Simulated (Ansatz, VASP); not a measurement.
## HfO2 in VASP and in Ansatz

```
Hf O
1.0
     3.55802    0.00000    0.00000
     0.00000    3.55802    0.00000
     0.00000    0.00000    5.17186
Hf O
2 4
Direct
  0.00000 0.00000 0.00000
  0.50000 0.50000 0.50000
  0.00000 0.50000 0.19721
  0.50000 0.00000 0.30279
  0.50000 0.00000 0.80279
  0.00000 0.50000 0.69721
```

Alike in both runs: functional r2SCAN; k mesh 8 × 8 × 5; occupations fermi-dirac, width 0.05 eV; no spin polarisation.

```csv
,VASP,Ansatz
version,VASP 6.6.1,Ansatz 0.2.0
potentials or method,"VASP PAW PBE potentials, release 64 (Hf_pv, O)",Ansatz PAW
plane-wave cutoff (eV),520,500
valence electrons in the cell,44,76
task,single point,band structure
```

|  | VASP | Ansatz | Ansatz less VASP |
| --- | --- | --- | --- |
| gap on the k mesh at the Fermi level (eV) | 5.30 | 5.32 | +0.019 |
| least direct gap on the mesh (eV) | 5.37 | 5.39 | +0.012 |
| pressure (GPa) | 0.4 | 4.1 | +3.69 |
| traceless stress, the component that is largest in VASP (GPa) | -0.26 | -0.40 | -0.148 |
| rms of the force components (eV/Å) | 0.001 | 0.030 | +0.0285 |

VASP's potentials were made for PBE, not for r2SCAN. Atom by atom the forces differ by 0.031 eV/Å (rms over components). VASP's potentials hold 44 valence electrons a cell and Ansatz's 76, so a difference there can come from the potentials and not from the codes.

Neither program's run includes spin-orbit coupling.
